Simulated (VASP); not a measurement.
Input of a VASP 6.6.1 run:

INCAR

```
PREC = Accurate
ENCUT = 520
EDIFF = 1E-6
ISMEAR = 0
SIGMA = 0.1
LREAL = False
LASPH = True
NELM = 80
ALGO = Normal
ISIF = 2
LWAVE = False
LCHARG = False
GGA = PE
NBANDS = 22
```

File KPOINTS:

```
regular mesh
0
Gamma
  4 4 4
```

POSCAR

```
Bi
1.0
    0.0000000000      3.6308431291      3.6308431291
    3.6308431291      0.0000000000      3.6308431291
    3.6308431291      3.6308431291      0.0000000000
Bi
2
Direct
    0.0000000000      0.0000000000      0.0000000000
    0.2500000000      0.2500000000      0.2500000000
```

Potentials or basis: VASP PAW PBE potentials, release 64 (Bi_d).

Run with:

```sh
$ cat potpaw_PBE.64/Bi_d/POTCAR > POTCAR
$ mpirun -np 1 vasp_std > vasp.out
```

**Question.** Estimate the pressure.

**Answer.** -0.2 GPa.

**Question.** What does it give for the band gap on the k mesh?

**Answer.** Zero (bands 15 and 16 overlap by 0.99 eV).

Caveat: the k points lie up to 0.37 Å⁻¹ apart, too coarse for converged energies and pressures of a metal; spin-orbit coupling is left out, which moves the levels of the heavy elements.
